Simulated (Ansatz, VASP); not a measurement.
# One calculation of Pt, two programs

File INCAR:

```
ALGO     = Normal         # electronic algorithm
EDIFF    = 1E-6           # SCF threshold, eV
ENCUT    = 520            # plane-wave cutoff, eV
GGA      = PE             # functional
ISIF     = 2              # what is computed and relaxed
ISMEAR   = 0              # smearing method
LASPH    = True           # aspherical terms in the spheres
LCHARG   = False          # write CHGCAR
LDAU     = True           # DFT+U
LDAUJ    = 0            
LDAUL    = 2              # shell
LDAUPRINT= 1            
LDAUTYPE = 2            
LDAUU    = 5              # U, eV
LMAXMIX  = 4              # l up to which the mixer works
LREAL    = False          # projectors in reciprocal space
LWAVE    = False          # write WAVECAR
NBANDS   = 44             # bands
NELM     = 150            # most SCF steps
PREC     = Accurate       # precision mode
SIGMA    = 0.05           # smearing width, eV
```

Contents of KPOINTS:

```
k-points
0
Gamma
  1 1 14
```

The input POSCAR:

```
Pt
1.0
   13.0000000000      0.0000000000      0.0000000000
    0.0000000000     13.3000000000      0.0000000000
    0.0000000000      0.0000000000      2.6369890787
Pt
7
Direct
    0.3360505309      0.5000000000      0.0000000000
    0.7012793375      0.5000000000      0.0000000000
    0.6558675289      0.3277513647      0.5000000000
    0.6558675289      0.6722486353      0.5000000000
    0.5134190100      0.5000000000      0.5000000000
    0.4714547225      0.3279871203      0.0000000000
    0.4714547225      0.6720128797      0.0000000000
```

Input for Ansatz:

```yaml
crystal:
  lattice:
    - [13.0, 0.0, 0.0]
    - [0.0, 13.3, 0.0]
    - [0.0, 0.0, 2.6369890787]
  atoms:
    - { symbol: Pt, position: [0.3360505309, 0.5, 0.0] }
    - { symbol: Pt, position: [0.7012793375, 0.5, 0.0] }
    - { symbol: Pt, position: [0.6558675289, 0.3277513647, 0.5] }
    - { symbol: Pt, position: [0.6558675289, 0.6722486353, 0.5] }
    - { symbol: Pt, position: [0.51341901, 0.5, 0.5] }
    - { symbol: Pt, position: [0.4714547225, 0.3279871203, 0.0] }
    - { symbol: Pt, position: [0.4714547225, 0.6720128797, 0.0] }
basis:
  ecutwfc: 420
kpoints:
  mp_grid: { grid: [1, 1, 14] }
hamiltonian:
  xc: pbe
  hubbard: { sites: [{ species: Pt, l: d, u_eff: 5.0 }], double_counting: fll }
scf:
  occupations: { method: gaussian, width: 0.05 }
output:
  forces: true
  eigenvalues: true
  stress: true
```

Alike in both runs: task single point; functional PBE; k mesh 1 × 1 × 14; occupations gaussian, width 0.05 eV; no spin polarisation; Hubbard terms Pt d U = 5.0 eV.

```csv
,VASP,Ansatz
version,VASP 6.6.1,Ansatz 0.2.0
potentials or method,"VASP PAW PBE potentials, release 64 (Pt), cutoff 520 eV","scalar-relativistic, plane waves, PAW"
valence electrons in the cell,70,126
```

```tsv
	VASP	Ansatz	Ansatz less VASP
gap on the k mesh at the Fermi level (eV)	none	none	-
rms of the force components (eV/Å)	0.335	0.230	-0.1047
```

The programs project onto different local orbitals, so the same U acts differently, and such runs can settle in different states. Atom by atom the forces differ by 0.509 eV/Å (rms over components). A gap of «none» marks a metal or a gap that the smearing closes. VASP's potentials hold 70 valence electrons a cell and Ansatz's 126, so a difference there can come from the potentials and not from the codes. Ansatz's warnings: filled band counts differ across k points.

Neither program's run includes spin-orbit coupling.
